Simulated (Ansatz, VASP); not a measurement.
# One calculation of NaH, two programs

```
CELL_PARAMETERS angstrom
0.00000 2.39751 2.39751
2.39751 0.00000 2.39751
2.39751 2.39751 0.00000
ATOMIC_POSITIONS crystal
Na 0.00000 0.00000 0.00000
H 0.50000 0.50000 0.50000
```

Alike in both runs: task single point; functional PBE; k mesh 4 × 4 × 4; no spin polarisation.

|  | VASP | Ansatz |
| --- | --- | --- |
| version | VASP 6.6.1 | Ansatz 0.2.0 |
| potentials or method | VASP PAW PBE potentials, release 64 (Na_pv, H) | plane waves, PAW |
| plane-wave cutoff (eV) | 500 | 420 |
| occupations | gaussian, width 0.01 eV | fixed |
| valence electrons in the cell | 8 | 10 |

|  | VASP | Ansatz | Ansatz less VASP |
| --- | --- | --- | --- |
| gap on the k mesh at the Fermi level (eV) | 3.80 | 3.80 | +0.003 |

VASP's potentials hold 8 valence electrons a cell and Ansatz's 10, so a difference there can come from the potentials and not from the codes.

The k mesh is coarse, so the values compare programs but aren't converged.
